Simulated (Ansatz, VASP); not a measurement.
## Ge2P3 in VASP and in Ansatz

```
CELL_PARAMETERS angstrom
3.40176 0.00000 0.00000
-1.70088 2.94601 0.00000
0.00000 0.00000 10.12685
ATOMIC_POSITIONS crystal
Ge 0.33333 0.66667 0.15283
Ge 0.66667 0.33333 0.84717
P 0.00000 0.00000 0.00000
P 0.33333 0.66667 0.55902
P 0.66667 0.33333 0.44098
```

Alike in both runs: functional r2SCAN; k mesh 12 × 12 × 4; occupations gaussian, width 0.1 eV; no spin polarisation.

Ansatz relaxed the structure, and its values are those at the end. VASP's run is a single point on that final structure, the one shown.

|  | VASP | Ansatz |
| --- | --- | --- |
| version | VASP 6.6.1 | Ansatz 0.2.0 |
| potentials or method | VASP PAW PBE potentials, release 64 (Ge_d, P), cutoff 520 eV | scalar-relativistic, plane waves, PAW |
| valence electrons in the cell | 43 | 43 |

|  | VASP | Ansatz | Ansatz less VASP |
| --- | --- | --- | --- |
| gap on the k mesh at the Fermi level (eV) | none | none | - |
| pressure (GPa) | -0.3 | 0.0 | +0.27 |
| rms of the force components (eV/Å) | 0.034 | 0.000 | -0.0335 |

VASP's potentials were made for PBE, not for r2SCAN. A gap of «none» marks a metal or a gap that the smearing closes. With one functional, cell and mesh, what is left measures potentials, basis and numerics.
